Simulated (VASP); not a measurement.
Here is a VASP 6.6.1 calculation.

The input INCAR:

```
SYSTEM = ZrO2
PREC     = Accurate       ! precision mode
ENCUT    = 580            ! plane-wave cutoff, eV
EDIFF    = 1E-8           ! SCF threshold, eV
ISMEAR   = 0              ! smearing method
SIGMA    = 0.01           ! smearing width, eV
LREAL    = .FALSE.        ! projectors in reciprocal space
LASPH    = .TRUE.         ! aspherical terms in the spheres
NELM     = 120            ! most SCF steps
ALGO     = Normal         ! electronic algorithm
ISIF     = 2              ! what is computed and relaxed
LWAVE    = .FALSE.        ! write WAVECAR
LCHARG   = .FALSE.        ! write CHGCAR
METAGGA  = R2SCAN         ! meta-GGA
LMIXTAU  = .TRUE.       
LCALCEPS = .TRUE.       
GGA_COMPAT= .FALSE.      
KPAR     = 4
```

Contents of KPOINTS:

```
Automatic mesh
0
G
  6 6 4
  0 0 0
```

The input POSCAR:

```
ZrO2
1.0
    3.6370388245      0.0000000000      0.0000000000
    0.0000000000      3.6370388245      0.0000000000
    0.0000000000      0.0000000000      5.2794314126
Zr O
2 4
Direct
    0.0000000000      0.0000000000      0.0000000000
    0.5000000000      0.5000000000      0.5000000000
    0.0000000000      0.5000000000      0.3089007931
    0.0000000000      0.5000000000      0.8089007931
    0.5000000000      0.0000000000      0.6910992069
    0.5000000000      0.0000000000      0.1910992069
```

Potentials or basis: VASP PAW PBE potentials, release 64 (Zr_sv, O).

The run is started by

```console
$ cat potpaw_PBE.64/Zr_sv/POTCAR potpaw_PBE.64/O/POTCAR > POTCAR
$ mpirun -np 4 vasp_std > vasp.out
```

Question: Predict the electronic dielectric tensor (diagonal).

Answer: 5.29, 5.29, 4.59.

Question: What does it give for the Born charges (mean of the diagonal)?

Answer: Zr +5.41; O -2.70 e.

Question: Predict the band gap on the k mesh.

Answer: 4.50 eV (least direct gap 4.64 eV).

Electronic dielectric tensor:
```
5.29 0.00 0.00
0.00 5.29 0.00
0.00 0.00 4.59
```

Caveat: the cell differs from its parent crystal (strain +1.0%). A k mesh can miss the band edges.
